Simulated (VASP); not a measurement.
# NiO (Fm-3m) in VASP: single point with PBE+U

Aim: the single point of NiO with PBE+U.

All numbers are computed with VASP 6.6.1; they aren't measurements. Logs are shortened: lines on timing, memory, paths and dates and some standing lists are left out, and cuts for length are marked.

### Step 1. The cell of the first run

It takes space group Fm-3m (No. 225, cubic). Conventional cell: a = 4.310 Å, b = 4.310 Å, c = 4.310 Å, α = 90.00°, β = 90.00°, γ = 90.00°. Ni (site symmetry m-3m) has 6 O at 2.15 Å within 2.9 Å. O (site symmetry m-3m) has 6 Ni at 2.15 Å within 2.9 Å.

### Step 2. Single point, PBE+U, collinear spin, ferromagnetic start (10.01 Å³/atom)

Contents of INCAR:

```
ALGO     = Normal         # electronic algorithm
EDIFF    = 1E-6           # SCF threshold, eV
ENCUT    = 1340           # plane-wave cutoff, eV
GGA      = PE             # functional
GGA_COMPAT= F            
ISIF     = 2              # what is computed and relaxed
ISMEAR   = 0              # smearing method
ISPIN    = 2              # spin polarisation
LASPH    = T              # aspherical terms in the spheres
LCHARG   = F              # write CHGCAR
LDAU     = T              # DFT+U
LDAUJ    = 0 0          
LDAUL    = 2 -1           # shell
LDAUPRINT= 1            
LDAUTYPE = 2            
LDAUU    = 6.2 0          # U, eV
LMAXMIX  = 4              # l up to which the mixer works
LORBIT   = 11             # projections on sites
LREAL    = F              # projectors in reciprocal space
LWAVE    = F              # write WAVECAR
MAGMOM   = 1.91 0.21      # initial moments
NBANDS   = 23             # bands
NELM     = 200            # most SCF steps
PREC     = Accurate       # precision mode
SIGMA    = 0.02           # smearing width, eV
```

Contents of KPOINTS:

```
k-points
0
Gamma
  12 12 12
```

Contents of POSCAR:

```
NiO
1.0
    0.0000000000      2.1548651286      2.1548651286
    2.1548651286      0.0000000000      2.1548651286
    2.1548651286      2.1548651286      0.0000000000
Ni O
1 1
Direct
    0.0000000000      0.0000000000      0.0000000000
    0.5000000000      0.5000000000      0.5000000000
```

Potentials or basis: VASP PAW PBE potentials, release 64 (Ni_sv_GW, O_h).

Started as:

```
$ cat potpaw_PBE.64/Ni_sv_GW/POTCAR potpaw_PBE.64/O_h/POTCAR > POTCAR
$ mpirun -np 1 vasp_std > vasp.out
```

OUTCAR:

```text
EDIFF = 1E-6
   ENCUT = 1340
   GGA = PE
   ISIF = 2
   ISMEAR = 0
   ISPIN = 2
   LASPH = T
   LORBIT = 11
   LREAL = F
   NELM = 200
   PREC = Accurate

 ion  position               nearest neighbor table
   1  0.000  0.000  0.000-
   2  0.500  0.500  0.500-

  LATTYP: Found a face centered cubic cell.
 ALAT       =     4.3097302572

  Lattice vectors:

 A1 = (   0.0000000000,   2.1548651286,   2.1548651286)
 A2 = (   2.1548651286,   0.0000000000,   2.1548651286)
 A3 = (   2.1548651286,   2.1548651286,   0.0000000000)

Analysis of symmetry for initial positions (statically):
=====================================================================
 Subroutine PRICEL returns:
 Original cell was already a primitive cell.

 Routine SETGRP: Setting up the symmetry group for a
 face centered cubic supercell.

 Subroutine GETGRP returns: Found 48 space group operations
 (whereof 48 operations were pure point group operations)
 out of a pool of 48 trial point group operations.

The static configuration has the point symmetry O_h .

Analysis of symmetry for dynamics (positions and initial velocities):
=====================================================================
 Subroutine PRICEL returns:
 Original cell was already a primitive cell.

 Routine SETGRP: Setting up the symmetry group for a
 face centered cubic supercell.

 Subroutine GETGRP returns: Found 48 space group operations
 (whereof 48 operations were pure point group operations)
 out of a pool of 48 trial point group operations.

The dynamic configuration has the point symmetry O_h .

Analysis of structural, dynamic, and magnetic symmetry:
=====================================================================
 Subroutine PRICEL returns:
 Original cell was already a primitive cell.

 Routine SETGRP: Setting up the symmetry group for a
 face centered cubic supercell.

 Subroutine GETGRP returns: Found 48 space group operations
 (whereof 48 operations were pure point group operations)
 out of a pool of 48 trial point group operations.

The overall configuration has the point symmetry O_h .

 Subroutine INISYM returns: Found 48 space group operations
 (whereof 48 operations are pure point group operations),
 and found     1 'primitive' translations

----------------------------------------------------------------------------------------

                                     Primitive cell

  volume of cell :      20.0120

  direct lattice vectors                    reciprocal lattice vectors
     0.000000000  2.154865129  2.154865129    -0.232033083  0.232033083  0.232033083
     2.154865129  0.000000000  2.154865129     0.232033083 -0.232033083  0.232033083
     2.154865129  2.154865129  0.000000000     0.232033083  0.232033083 -0.232033083

  length of vectors
     3.047439490  3.047439490  3.047439490     0.401893089  0.401893089  0.401893089

  position of ions in fractional coordinates (direct lattice)
     0.000000000  0.000000000  0.000000000
     0.500000000  0.500000000  0.500000000

  ion indices of the primitive-cell ions
   primitive index   ion index
                 1           1
                 2           2

----------------------------------------------------------------------------------------
[... 66 lines left out ...]
   LSORBIT =      F    spin-orbit coupling
   LASPH  =      T    aspherical Exc in radial PAW
   ENCUT  = 1340.0 eV  98.49 Ry    9.92 a.u.   9.10  9.10  9.10*2*pi/ulx,y,z
   NELM   =    200;   NELMIN=  2; NELMDL= -5     # of ELM steps
   EDIFF  = 0.1E-05   stopping-criterion for ELM
   LREAL  =      F    real-space projection
   EDIFFG = 0.1E-04   stopping-criterion for IOM
   NSW    =      0    number of steps for IOM
   IBRION =     -1    ionic relax: 0-MD 1-quasi-New 2-CG
   NFREE  =      0    steps in history (QN), initial steepest desc. (CG)
   ISIF   =      2    stress and relaxation
   ISYM   =      2    0-nonsym 1-usesym 2-fastsym
   POTIM  = 0.5000    time-step for ionic-motion
   TEBEG  =    0.0;   TEEND  =   0.0 temperature during run
   PSTRESS=    0.0 pullay stress
   NELECT =      24.0000    total number of electrons
   NUPDOWN=      -1.0000    fix difference up-down
   EMIN   =  10.00;   EMAX   =-10.00  energy-range for DOS
   EFERMI =   0.00;   METHOD = LEGACY
   ISMEAR =     0;   SIGMA  =   0.02  broadening in eV -4-tet -1-fermi 0-gaus
   EFERMI_NEDOS =   21; number of points for ismear=-14 and -15
   IALGO  =     38    algorithm
   IMIX   =      4    mixing-type and parameters
     AMIX     =   0.40;   BMIX     =  1.00
     AMIX_MAG =   1.60;   BMIX_MAG =  1.00
  volume/ion in A,a.u.               =      10.01        67.52
  Fermi-wavevector in a.u.,A,eV,Ry     =   1.739329  3.286856 41.161250  3.025267
  Thomas-Fermi vector in A             =   2.812191
   LORBIT       =     11    0 simple, 1 ext, 2 COOP (PROOUT), +10 PAW based schemes
 LDA+U is selected, type is set to LDAUTYPE =  2
   angular momentum for each species LDAUL =     2   -1
   U (eV)           for each species LDAUU =   6.2  0.0
   J (eV)           for each species LDAUJ =   0.0  0.0
   GGA     = PE    functional components
   LHFCALC =     F    Hartree Fock is set to
   AEXX    =    0.0000 exact exchange contribution
   IVDW    =     0    specifies the selected vdW correction
   LEPSILON=     F    determine dielectric tensor
   LRPA    =     F    only Hartree local field effects (RPA)
 spin polarized calculation
 Gauss-broadening in eV      SIGMA  =   0.02
  energy-cutoff  :     1340.00
  volume of cell :       20.01
 maximum number of plane-waves:      2252
   NGX = 19   NGY = 19   NGZ = 19

atom =   1  type =  1  l = 2

 onsite density matrix

spin component  1

  0.9390 -0.0000  0.0000  0.0000 -0.0000
 -0.0000  0.9390  0.0000 -0.0000  0.0000
  0.0000  0.0000  0.9658 -0.0000  0.0000
  0.0000 -0.0000 -0.0000  0.9390 -0.0000
 -0.0000  0.0000  0.0000 -0.0000  0.9658

spin component  2

  0.9321 -0.0000 -0.0000  0.0000  0.0000
 -0.0000  0.9321  0.0000 -0.0000 -0.0000
 -0.0000  0.0000  0.0855  0.0000  0.0000
  0.0000 -0.0000  0.0000  0.9321  0.0000
  0.0000 -0.0000  0.0000  0.0000  0.0855

 occupancies and eigenvectors

  o =  0.0855  v =  0.0000  0.0000  0.0000  0.0000  0.0000  0.0000  0.0000 -0.3868 -0.0000  0.9221      0.0000  0.0000  0.0000  0.0000  0.0000  0.0000  0.0000  0.0000  0.0000  0.0000
  o =  0.0855  v =  0.0000  0.0000  0.0000  0.0000  0.0000  0.0000  0.0000  0.9221 -0.0000  0.3868      0.0000  0.0000  0.0000  0.0000  0.0000  0.0000  0.0000  0.0000  0.0000  0.0000
  o =  0.9321  v =  0.0000  0.0000  0.0000  0.0000  0.0000  0.0000  0.6019 -0.0000  0.7986 -0.0000      0.0000  0.0000  0.0000  0.0000  0.0000  0.0000  0.0000  0.0000  0.0000  0.0000
  o =  0.9321  v =  0.0000  0.0000  0.0000  0.0000  0.0000  1.0000  0.0000  0.0000  0.0000  0.0000      0.0000  0.0000  0.0000  0.0000  0.0000  0.0000  0.0000  0.0000  0.0000  0.0000
  o =  0.9321  v =  0.0000  0.0000  0.0000  0.0000  0.0000  0.0000  0.7986 -0.0000 -0.6019 -0.0000      0.0000  0.0000  0.0000  0.0000  0.0000  0.0000  0.0000  0.0000  0.0000  0.0000
  o =  0.9390  v =  0.0000  0.0109  0.0000 -0.9999 -0.0000  0.0000  0.0000  0.0000  0.0000  0.0000      0.0000  0.0000  0.0000  0.0000  0.0000  0.0000  0.0000  0.0000  0.0000  0.0000
  o =  0.9390  v =  0.0000  0.9999  0.0000  0.0109 -0.0000  0.0000  0.0000  0.0000  0.0000  0.0000      0.0000  0.0000  0.0000  0.0000  0.0000  0.0000  0.0000  0.0000  0.0000  0.0000
  o =  0.9390  v =  1.0000  0.0000  0.0000  0.0000  0.0000  0.0000  0.0000  0.0000  0.0000  0.0000      0.0000  0.0000  0.0000  0.0000  0.0000  0.0000  0.0000  0.0000  0.0000  0.0000
  o =  0.9658  v =  0.0000  0.0000  0.4062  0.0000  0.9138  0.0000  0.0000  0.0000  0.0000  0.0000      0.0000  0.0000  0.0000  0.0000  0.0000  0.0000  0.0000  0.0000  0.0000  0.0000
  o =  0.9658  v =  0.0000  0.0000 -0.9138 -0.0000  0.4062  0.0000  0.0000  0.0000  0.0000  0.0000      0.0000  0.0000  0.0000  0.0000  0.0000  0.0000  0.0000  0.0000  0.0000  0.0000

 number of electron      23.9999998 magnetization       2.0000095

 Free energy of the ion-electron system (eV)
  ---------------------------------------------------
  ext. energy  EPLUGINS =         0.00000000
  ---------------------------------------------------
  free energy    TOTEN  =       -10.24787930 eV

  energy without entropy =      -10.24787930  energy(sigma->0) =      -10.24787930

 E-fermi :   5.8604     XC(G=0): -12.4457

 val. band max:        5.4354079329   @ k =   0.5000   0.0000   0.0000
 cond. band min:       7.2928627103   @ k =   0.0000   0.0000   0.0000
 fundamental gap:      1.8574547775
 Fermi energy:         5.8603883202

 spin component 1

 k-point     1 :       0.0000    0.0000    0.0000
  band No.  band energies     occupation
      1     -98.5746      1.00000
      2     -58.9480      1.00000
      3     -58.9480      1.00000
      4     -58.9480      1.00000
      5     -12.9022      1.00000
      6      -0.0740      1.00000
[... 1241 lines left out ...]
     22      35.4598      0.00000
     23      35.8340      0.00000

 [... further k-points ...]

------------------------ aborting loop because EDIFF is reached ----------------------------------------

  FORCE on cell =-STRESS in cart. coord.  units (eV):
  Direction    XX          YY          ZZ          XY          YZ          ZX
  --------------------------------------------------------------------------------------
  -------------------------------------------------------------------------------------
  Total       -0.8280033     -0.8280033     -0.8280033      0.0000000      0.0000000     -0.0000000
  in kB      -66.2906618    -66.2906618    -66.2906618      0.0000000      0.0000000     -0.0000000
  external PRESSURE =     -66.2906618 kB  Pullay stress =       0.0000000 kB

 VOLUME and BASIS-vectors are now :
 -----------------------------------------------------------------------------
  energy-cutoff  :     1340.00
  volume of cell :       20.01
      direct lattice vectors                 reciprocal lattice vectors
     0.000000000  2.154865129  2.154865129    -0.232033083  0.232033083  0.232033083
     2.154865129  0.000000000  2.154865129     0.232033083 -0.232033083  0.232033083
     2.154865129  2.154865129  0.000000000     0.232033083  0.232033083 -0.232033083

 POSITION                                       TOTAL-FORCE (eV/Angst)
 -----------------------------------------------------------------------------------
      0.00000      0.00000      0.00000         0.000000      0.000000      0.000000
      2.15487      2.15487      2.15487        -0.000000      0.000000     -0.000000
 -----------------------------------------------------------------------------------
    total drift:                                0.000000      0.000000      0.000000

  FREE ENERGIE OF THE ION-ELECTRON SYSTEM (eV)
  ---------------------------------------------------
  free  energy   TOTEN  =       -10.2478793032 eV

  energy  without entropy=      -10.2478793032  energy(sigma->0) =      -10.24787930

 total charge

# of ion       s       p       d       f       tot
--------------------------------------------------
    1        2.152   6.189   7.691   0.007  16.039
    2        1.033   2.310   0.000   0.000   3.344
--------------------------------------------------
tot          3.185   8.499   7.691   0.007  19.383

 magnetization (x)

# of ion       s       p       d       f       tot
--------------------------------------------------
    1        0.010   0.011   1.778   0.001   1.800
    2        0.018   0.108   0.000   0.000   0.126
--------------------------------------------------
tot          0.028   0.119   1.778   0.001   1.926
```

Wall time 2.5 min (1 thread of Intel Xeon 6975P-C (Granite Rapids), shared host); peak memory 0.41 GiB.

What came out:

```yaml
Free_energy: -10.2479 eV
Pressure: -6.6 GPa
Band_gap_on_the_k_mesh: 1.86 eV (least direct gap 2.91 eV)
Net_moment: 2.00 μB per cell
Site_moments: Ni +1.80; O +0.13 μB
Valence_electrons_inside_the_program's_atomic_spheres: Ni 16.04; O 3.34
```

Levels at points of the mesh, in eV from the valence-band top:
Spin up:
| k point | band 10 | band 11 | band 12 | band 13 | band 14 | band 15 | band 16 | band 17 |
| --- | --- | --- | --- | --- | --- | --- | --- | --- |
| (0.00, 0.00, 0.00) | -4.46 | -1.36 | -1.36 | -1.36 | 1.86 | 18.18 | 18.30 | 18.30 |
| (0.50, 0.00, 0.00) | -4.05 | -2.92 | 0.00 | 0.00 | 6.14 | 10.02 | 14.05 | 14.05 |
| (0.50, 0.50, 0.00) | -3.78 | -3.78 | -2.61 | -2.61 | 6.13 | 10.98 | 11.87 | 16.36 |
Spin down:
```tsv
k point	band 9	band 10	band 11	band 12	band 13	band 14
(0.00, 0.00, 0.00)	-1.05	-1.05	-1.05	2.20	2.90	2.90
(0.50, 0.00, 0.00)	-1.98	-1.79	-1.79	4.96	4.96	6.32
(0.50, 0.50, 0.00)	-2.66	-2.33	-2.33	3.34	3.64	6.75
```

Eigenvalues of the final occupation matrices:
```
    site  spin  trace               eigenvalues
site 1 d     1   4.75  0.94 0.94 0.94 0.97 0.97
site 1 d     2   2.97  0.09 0.09 0.93 0.93 0.93
```

Caveat: the cell stands under tension; a cell with one magnetic atom can't hold antiferromagnetic order, which such compounds often take. The state reached can hang on the start; a lower one may exist.
